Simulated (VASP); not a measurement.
# Ge2Sb2Te5 (pbe) (P-3m1) in VASP: further runs

Ge2Sb2Te5 (pbe) is run at these levels: PBE; tasks: single point.

Program: VASP 6.6.1. These are calculated values, not measurements. Logs are shortened: lines on timing, memory, paths and dates and some standing lists are left out, and cuts for length are marked.

## 1. The cell of the first run

The structure is trigonal, space group P-3m1 (No. 164). Conventional cell: a = 4.294 Å, b = 4.294 Å, c = 17.101 Å, α = 90.00°, β = 90.00°, γ = 120.00°. Within 3.9 Å of Ge (site symmetry 3m) lie 6 Te at 3.00 to 3.04 Å. Sb (site symmetry 3m) has 6 Te at 3.01 to 3.20 Å within 4.0 Å. Within 4.0 Å of Te (site symmetry -3m) lie 6 Ge at 3.04 Å. Within 3.9 Å of Te (site symmetry 3m) lie 3 Ge at 3.00 Å and 3 Sb at 3.20 Å. Within 4.0 Å of Te (site symmetry 3m) lie 3 Sb at 3.01 Å and 3 Te at 3.70 Å.

## 2. Single point, PBE

The input, INCAR:

```
ALGO     = Normal         # electronic algorithm
EDIFF    = 1E-7           # SCF threshold, eV
ENCUT    = 520            # plane-wave cutoff, eV
GGA      = PE             # functional
ISIF     = 2              # what is computed and relaxed
ISMEAR   = 0              # smearing method
LASPH    = T              # aspherical terms in the spheres
LCHARG   = F              # write CHGCAR
LREAL    = F              # projectors in reciprocal space
LWAVE    = F              # write WAVECAR
NBANDS   = 44             # bands
NELM     = 100            # most SCF steps
PREC     = Accurate       # precision mode
SIGMA    = 0.1            # smearing width, eV
```

The input, KPOINTS:

```
k-points
0
Gamma
  6 6 1
```

The input, POSCAR:

```
Ge2Sb2Te5
1.0
    4.2940644200      0.0000000000      0.0000000000
   -2.1470322100      3.7187688800      0.0000000000
    0.0000000000      0.0000000000     17.1013460000
Ge Sb Te
2 2 5
Direct
    0.3333333300      0.6666666700      0.8971050000
    0.6666666700      0.3333333300      0.1028950000
    0.0000000000      0.0000000000      0.6799320000
    0.0000000000      0.0000000000      0.3200680000
    0.0000000000      0.0000000000      0.0000000000
    0.6666666700      0.3333333300      0.7984580000
    0.3333333300      0.6666666700      0.2015420000
    0.3333333300      0.6666666700      0.5801080000
    0.6666666700      0.3333333300      0.4198920000
```

Potentials or basis: VASP PAW PBE potentials, release 64 (Ge_d, Sb, Te).

Started as:

```bash
$ cat potpaw_PBE.64/Ge_d/POTCAR potpaw_PBE.64/Sb/POTCAR potpaw_PBE.64/Te/POTCAR > POTCAR
$ mpirun -np 1 vasp_std > vasp.out
```

OUTCAR:

```text
EDIFF = 1E-7
   ENCUT = 520
   GGA = PE
   ISIF = 2
   ISMEAR = 0
   LASPH = T
   LREAL = F
   NELM = 100
   PREC = Accurate

 ion  position               nearest neighbor table
   1  0.333  0.667  0.897-   6 3.00   6 3.00   6 3.00   5 3.04   5 3.04   5 3.04
   2  0.667  0.333  0.103-   7 3.00   7 3.00   7 3.00   5 3.04   5 3.04   5 3.04
   3  0.000  0.000  0.680-   8 3.01   8 3.01   8 3.01   6 3.20   6 3.20   6 3.20
   4  0.000  0.000  0.320-   9 3.01   9 3.01   9 3.01   7 3.20   7 3.20   7 3.20
   5  0.000  0.000  0.000-   1 3.04   2 3.04   2 3.04   1 3.04   2 3.04   1 3.04
   6  0.667  0.333  0.798-   1 3.00   1 3.00   1 3.00   3 3.20   3 3.20   3 3.20
   7  0.333  0.667  0.202-   2 3.00   2 3.00   2 3.00   4 3.20   4 3.20   4 3.20
   8  0.333  0.667  0.580-   3 3.01   3 3.01   3 3.01
   9  0.667  0.333  0.420-   4 3.01   4 3.01   4 3.01

  LATTYP: Found a hexagonal cell.
 ALAT       =     4.2940644200
 C/A-ratio  =     3.9825545980

  Lattice vectors:

 A1 = (   4.2940644200,   0.0000000000,   0.0000000000)
 A2 = (  -2.1470322100,   3.7187688800,   0.0000000000)
 A3 = (   0.0000000000,   0.0000000000,  17.1013460000)

Analysis of symmetry for initial positions (statically):
=====================================================================
 Subroutine PRICEL returns:
 Original cell was already a primitive cell.

 Routine SETGRP: Setting up the symmetry group for a
 hexagonal supercell.

 Subroutine GETGRP returns: Found 12 space group operations
 (whereof 12 operations were pure point group operations)
 out of a pool of 24 trial point group operations.

The static configuration has the point symmetry D_3d.

Analysis of symmetry for dynamics (positions and initial velocities):
=====================================================================
 Subroutine PRICEL returns:
 Original cell was already a primitive cell.

 Routine SETGRP: Setting up the symmetry group for a
 hexagonal supercell.

 Subroutine GETGRP returns: Found 12 space group operations
 (whereof 12 operations were pure point group operations)
 out of a pool of 24 trial point group operations.

The dynamic configuration has the point symmetry D_3d.

 Subroutine INISYM returns: Found 12 space group operations
 (whereof 12 operations are pure point group operations),
 and found     1 'primitive' translations

----------------------------------------------------------------------------------------

                                     Primitive cell

  volume of cell :     273.0851

  direct lattice vectors                    reciprocal lattice vectors
     4.294064420  0.000000000  0.000000000     0.232879599  0.134453099  0.000000000
    -2.147032210  3.718768880  0.000000000     0.000000000  0.268906198  0.000000000
     0.000000000  0.000000000 17.101346000     0.000000000  0.000000000  0.058474929

  length of vectors
     4.294064420  4.294064426 17.101346000     0.268906198  0.268906198  0.058474929

  position of ions in fractional coordinates (direct lattice)
     0.333333330  0.666666670  0.897105000
     0.666666670  0.333333330  0.102895000
     0.000000000  0.000000000  0.679932000
     0.000000000  0.000000000  0.320068000
     0.000000000  0.000000000  0.000000000
     0.666666670  0.333333330  0.798458000
     0.333333330  0.666666670  0.201542000
     0.333333330  0.666666670  0.580108000
     0.666666670  0.333333330  0.419892000

  ion indices of the primitive-cell ions
   primitive index   ion index
                 1           1
                 2           2
                 3           3
                 4           4
                 5           5
                 6           6
                 7           7
                 8           8
                 9           9

----------------------------------------------------------------------------------------

 KPOINTS: k-points

Automatic generation of k-mesh.
 Grid dimensions read from file:
 generate k-points for:    6    6    1

 Generating k-lattice:

  Cartesian coordinates                     Fractional coordinates (reciprocal lattice)
     0.038813266  0.022408850  0.000000000     0.166666667 -0.000000000  0.000000000
     0.000000000  0.044817700  0.000000000     0.000000000  0.166666667  0.000000000
     0.000000000  0.000000000  0.058474929     0.000000000  0.000000000  1.000000000

  Length of vectors
     0.044817700  0.044817700  0.058474929

  Shift w.r.t. Gamma in fractional coordinates (k-lattice)
     0.000000000  0.000000000  0.000000000

 Subroutine IBZKPT returns following result:
 ===========================================

 Found      7 irreducible k-points:

 Following reciprocal coordinates:
            Coordinates               Weight
  0.000000  0.000000  0.000000      1.000000
  0.166667 -0.000000  0.000000      6.000000
  0.333333  0.000000  0.000000      6.000000
  0.500000  0.000000  0.000000      3.000000
  0.166667  0.166667  0.000000      6.000000
  0.333333  0.166667  0.000000     12.000000
  0.333333  0.333333  0.000000      2.000000
   k-points           NKPTS =      7   k-points in BZ     NKDIM =      7   number of bands    NBANDS=     44
   number of dos      NEDOS =    301   number of ions     NIONS =      9
   total plane-waves  NPLWV = 131072
   dimension x,y,z NGX =    32 NGY =   32 NGZ =  128
   dimension x,y,z NGXF=    64 NGYF=   64 NGZF=  256
   ions per type =               2   2   5
   NGX,Y,Z   is equivalent  to a cutoff of  12.39, 12.39, 12.44 a.u.
   NGXF,Y,Z  is equivalent  to a cutoff of  24.78, 24.78, 24.89 a.u.
 SYSTEM =  unknown system
   PREC   = accura    normal or accurate (medium, high low for compatibility)
   ISTART =      0    job   : 0-new  1-cont  2-samecut
   ICHARG =      2    charge: 1-file 2-atom 10-const
   ISPIN  =      1    spin polarized calculation?
   LNONCOLLINEAR =      F non collinear calculations
   LSORBIT =      F    spin-orbit coupling
   LASPH  =      T    aspherical Exc in radial PAW
   ENCUT  =  520.0 eV  38.22 Ry    6.18 a.u.   7.98  7.98 31.80*2*pi/ulx,y,z
   NELM   =    100;   NELMIN=  2; NELMDL= -5     # of ELM steps
   EDIFF  = 0.1E-06   stopping-criterion for ELM
   LREAL  =      F    real-space projection
   EDIFFG = 0.1E-05   stopping-criterion for IOM
   NSW    =      0    number of steps for IOM
   IBRION =     -1    ionic relax: 0-MD 1-quasi-New 2-CG
   NFREE  =      0    steps in history (QN), initial steepest desc. (CG)
   ISIF   =      2    stress and relaxation
   ISYM   =      2    0-nonsym 1-usesym 2-fastsym
   POTIM  = 0.5000    time-step for ionic-motion
   TEBEG  =    0.0;   TEEND  =   0.0 temperature during run
   PSTRESS=    0.0 pullay stress
   NELECT =      68.0000    total number of electrons
   NUPDOWN=      -1.0000    fix difference up-down
   EMIN   =  10.00;   EMAX   =-10.00  energy-range for DOS
   EFERMI =   0.00;   METHOD = LEGACY
   ISMEAR =     0;   SIGMA  =   0.10  broadening in eV -4-tet -1-fermi 0-gaus
   EFERMI_NEDOS =   21; number of points for ismear=-14 and -15
   IALGO  =     38    algorithm
   IMIX   =      4    mixing-type and parameters
     AMIX     =   0.40;   BMIX     =  1.00
     AMIX_MAG =   1.60;   BMIX_MAG =  1.00
  volume/ion in A,a.u.               =      30.34       204.76
  Fermi-wavevector in a.u.,A,eV,Ry     =   1.029940  1.946304 14.432730  1.060776
  Thomas-Fermi vector in A             =   2.164013
   LORBIT       =      0    0 simple, 1 ext, 2 COOP (PROOUT), +10 PAW based schemes
   GGA     = PE    functional components
   LHFCALC =     F    Hartree Fock is set to
   AEXX    =    0.0000 exact exchange contribution
   IVDW    =     0    specifies the selected vdW correction
   LEPSILON=     F    determine dielectric tensor
   LRPA    =     F    only Hartree local field effects (RPA)
 non-spin polarized calculation
 Gauss-broadening in eV      SIGMA  =   0.10
  energy-cutoff  :      520.00
  volume of cell :      273.09
 maximum number of plane-waves:      7390
 NGX is ok and might be reduce to    32
   NGX = 15   NGY = 15   NGZ = 63

 number of electron      67.9999999 magnetization

 Free energy of the ion-electron system (eV)
  ---------------------------------------------------
  ext. energy  EPLUGINS =         0.00000000
  ---------------------------------------------------
  free energy    TOTEN  =       -33.99529089 eV

  energy without entropy =      -33.99453551  energy(sigma->0) =      -33.99491320

 E-fermi :   6.3523     XC(G=0):  -9.4270

 val. band max:        6.2297319172   @ k =   0.0000   0.0000   0.0000
 cond. band min:       6.4989883602   @ k =   0.0000   0.0000   0.0000
 fundamental gap:      0.2692564430
 Fermi energy:         6.3522657294

 k-point     1 :       0.0000    0.0000    0.0000
  band No.  band energies     occupation
      1     -18.7513      2.00000
      2     -18.7513      2.00000
      3     -18.7507      2.00000
      4     -18.7507      2.00000
      5     -18.7465      2.00000
      6     -18.7463      2.00000
[... 36 lines left out ...]
     43       7.8694      0.00000
     44       8.9350      0.00000

 k-point     2 :       0.1667   -0.0000    0.0000
  band No.  band energies     occupation
      1     -18.7519      2.00000
      2     -18.7511      2.00000
      3     -18.7511      2.00000
      4     -18.7504      2.00000
      5     -18.7465      2.00000
      6     -18.7461      2.00000
[... 36 lines left out ...]
     43       8.9193      0.00000
     44       9.2772      0.00000

 k-point     3 :       0.3333    0.0000    0.0000
  band No.  band energies     occupation
      1     -18.7532      2.00000
      2     -18.7520      2.00000
      3     -18.7509      2.00000
      4     -18.7499      2.00000
      5     -18.7468      2.00000
      6     -18.7459      2.00000
[... 36 lines left out ...]
     43       9.4468      0.00000
     44       9.6244      0.00000

 k-point     4 :       0.5000    0.0000    0.0000
  band No.  band energies     occupation
      1     -18.7538      2.00000
      2     -18.7525      2.00000
      3     -18.7509      2.00000
      4     -18.7497      2.00000
      5     -18.7469      2.00000
      6     -18.7460      2.00000
[... 36 lines left out ...]
     43       9.5162      0.00000
     44       9.5432      0.00000

 k-point     5 :       0.1667    0.1667    0.0000
  band No.  band energies     occupation
      1     -18.7525      2.00000
      2     -18.7519      2.00000
      3     -18.7506      2.00000
      4     -18.7505      2.00000
      5     -18.7463      2.00000
      6     -18.7461      2.00000
[... 36 lines left out ...]
     43       9.2942      0.00000
     44       9.6701      0.00000

 k-point     6 :       0.3333    0.1667    0.0000
  band No.  band energies     occupation
      1     -18.7532      2.00000
      2     -18.7521      2.00000
      3     -18.7512      2.00000
      4     -18.7502      2.00000
      5     -18.7465      2.00000
      6     -18.7457      2.00000
[... 36 lines left out ...]
     43       9.7164      0.00000
     44      10.2559      0.00000

 k-point     7 :       0.3333    0.3333    0.0000
  band No.  band energies     occupation
      1     -18.7526      2.00000
      2     -18.7519      2.00000
      3     -18.7519      2.00000
      4     -18.7507      2.00000
      5     -18.7456      2.00000
      6     -18.7456      2.00000
[... 36 lines left out ...]
     43       9.8426      0.00000
     44      11.2995      0.00000

------------------------ aborting loop because EDIFF is reached ----------------------------------------

  FORCE on cell =-STRESS in cart. coord.  units (eV):
  Direction    XX          YY          ZZ          XY          YZ          ZX
  --------------------------------------------------------------------------------------
  -------------------------------------------------------------------------------------
  Total        0.3267119      0.3267119      0.4452693      0.0000000     -0.0000000      0.0000000
  in kB        1.9168030      1.9168030      2.6123735      0.0000000     -0.0000000      0.0000000
  external PRESSURE =       2.1486598 kB  Pullay stress =       0.0000000 kB

 VOLUME and BASIS-vectors are now :
 -----------------------------------------------------------------------------
  energy-cutoff  :      520.00
  volume of cell :      273.09
      direct lattice vectors                 reciprocal lattice vectors
     4.294064420  0.000000000  0.000000000     0.232879599  0.134453099  0.000000000
    -2.147032210  3.718768880  0.000000000     0.000000000  0.268906198  0.000000000
     0.000000000  0.000000000 17.101346000     0.000000000  0.000000000  0.058474929

 POSITION                                       TOTAL-FORCE (eV/Angst)
 -----------------------------------------------------------------------------------
     -0.00000      2.47918     15.34170         0.000000     -0.000000      0.056590
      2.14703      1.23959      1.75964        -0.000000      0.000000     -0.056590
      0.00000      0.00000     11.62775         0.000000      0.000000      0.071112
      0.00000      0.00000      5.47359         0.000000     -0.000000     -0.071112
      0.00000      0.00000      0.00000         0.000000      0.000000     -0.000000
      2.14703      1.23959     13.65471         0.000000      0.000000      0.073220
     -0.00000      2.47918      3.44664        -0.000000      0.000000     -0.073220
     -0.00000      2.47918      9.92063        -0.000000      0.000000      0.035538
      2.14703      1.23959      7.18072         0.000000     -0.000000     -0.035538
 -----------------------------------------------------------------------------------
    total drift:                               -0.000000      0.000000      0.000000

  FREE ENERGIE OF THE ION-ELECTRON SYSTEM (eV)
  ---------------------------------------------------
  free  energy   TOTEN  =       -33.9952908937 eV

  energy  without entropy=      -33.9945355076  energy(sigma->0) =      -33.99491320
```

It took 2.4 min on 1 thread of Intel Xeon Platinum 8559C (Emerald Rapids), shared host; peak memory 0.37 GiB.

Results:

- Free energy: -33.9953 eV
- Pressure: 0.2 GPa
- Largest force: 0.073 eV/Å
- Band gap on the k mesh: 0.27 eV, direct

Forces in eV/Å, atoms in the order of the input:
```
Ge   0.000  0.000  0.057
Ge   0.000  0.000 -0.057
Sb   0.000  0.000  0.071
Sb   0.000  0.000 -0.071
Te   0.000  0.000  0.000
Te   0.000  0.000  0.073
Te   0.000  0.000 -0.073
Te   0.000  0.000  0.036
Te   0.000  0.000 -0.036
```

Caveat: spin-orbit coupling is left out, which moves the levels of the heavy elements.

[end of part 1 of 2]
